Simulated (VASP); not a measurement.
# InP: relaxation of the atoms with PBEsol

The system is InP.

```xyz
2
Lattice="0.0000 2.9686 2.9216 2.9686 0.0000 2.9216 2.9686 2.9686 0.0000" Properties=species:S:1:pos:R:3 pbc="T T T"
In    0.0000    0.0000    0.0000
P     1.4843    1.4843    1.4608
```

This cell differs from its parent crystal: strained cell.

```
Program                : VASP 6.6.1
Task                   : relaxation of the atoms
Functional             : PBEsol
Potentials or basis    : VASP PAW PBE potentials, release 64 (In_d, P)
Cutoff                 : 450 eV
k mesh                 : 10 × 10 × 10
Occupations            : gaussian, width 0.02 eV
Spin                   : no spin polarisation
Dipole correction      : no
Further INCAR settings : ALGO = Normal; EDIFF = 1e-07; IBRION = 2; EDIFFG = -0.002; NSW = 60
```

```yaml
Pressure_after_relaxing: -0.9 GPa
Band_gap_on_the_k_mesh: 0.44 eV
```

Stress tensor (GPa, compression positive):
```
-1.10  0.00  0.00
 0.00 -1.10  0.00
 0.00  0.00 -0.45
```

Final structure:
```cif
data_structure
_symmetry_space_group_name_H-M 'P 1'
_symmetry_Int_Tables_number 1
_cell_length_a 4.1651
_cell_length_b 4.1651
_cell_length_c 4.1982
_cell_angle_alpha 59.737
_cell_angle_beta 59.737
_cell_angle_gamma 60.527
_cell_volume 51.49
loop_
_atom_site_label
_atom_site_type_symbol
_atom_site_fract_x
_atom_site_fract_y
_atom_site_fract_z
_atom_site_occupancy
In1 In 0.00000 0.00000 0.00000 1
P1 P 0.25000 0.25000 0.25000 1
```

Levels at points of the mesh, in eV from the valence-band top:
```csv
k point,band 7,band 8,band 9,band 10,band 11,band 12
"(0.00, 0.00, 0.00)",-0.07,-0.07,0.00,0.44,3.95,3.98
"(0.50, 0.00, 0.00)",-5.73,-1.05,-0.95,1.30,4.63,4.74
"(0.50, 0.50, 0.00)",-5.70,-2.38,-2.38,1.57,2.02,9.00
"(0.50, 0.00, 0.50)",-5.80,-2.30,-2.29,1.65,2.17,8.85
```

Run time: 84 s on 1 thread of Intel Xeon 8259CL (shared host), peak memory 0.21 GiB.

Caveat: the cell differs from its parent crystal (strained cell); semilocal functionals underestimate gaps, and a narrow one can read as zero; the PAW data sets were made with another functional, which shifts forces and pressure a little; spin-orbit coupling is left out, which moves the levels of the heavy elements.
